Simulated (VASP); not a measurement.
Ag, 1 atom in the cell. It takes space group I4/mmm (No. 139, tetragonal). The conventional cell has a = 2.803 Å, b = 2.803 Å, c = 4.147 Å, α = 90.00°, β = 90.00°, γ = 90.00°. Ag (site symmetry 4/mmm) has 12 Ag at 2.80 to 2.87 Å within 3.7 Å.  This cell differs from its parent crystal: strain -0.030 along x and y, +0.015 along z.

```yaml
Program: VASP 6.6.1
Task: single point
Functional: PBEsol
Potentials_or_basis: VASP PAW PBE potentials, release 64 (Ag)
Cutoff: 520 eV
k_mesh: 20 × 20 × 20
Occupations: gaussian, width 0.15 eV
Spin: no spin polarisation
Dipole_correction: no
Further_INCAR_settings: ALGO = Normal; EDIFF = 1e-06; NBANDS = 12
```

Potentials or basis: VASP PAW PBE potentials, release 64 (Ag).

Run with:

```sh
$ cat potpaw_PBE.64/Ag/POTCAR > POTCAR
$ mpirun -np 1 vasp_std > vasp.out
```

Hardware: 1 thread of Intel(R) Xeon(R) 6975P-C (Granite Rapids) (shared host).

Q: How long does it take, and how much memory?

A: Run time: 48 s on 1 thread of Intel(R) Xeon(R) 6975P-C (Granite Rapids) (shared host), peak memory 0.24 GiB. Counts: scf iterations 11, k points 641.
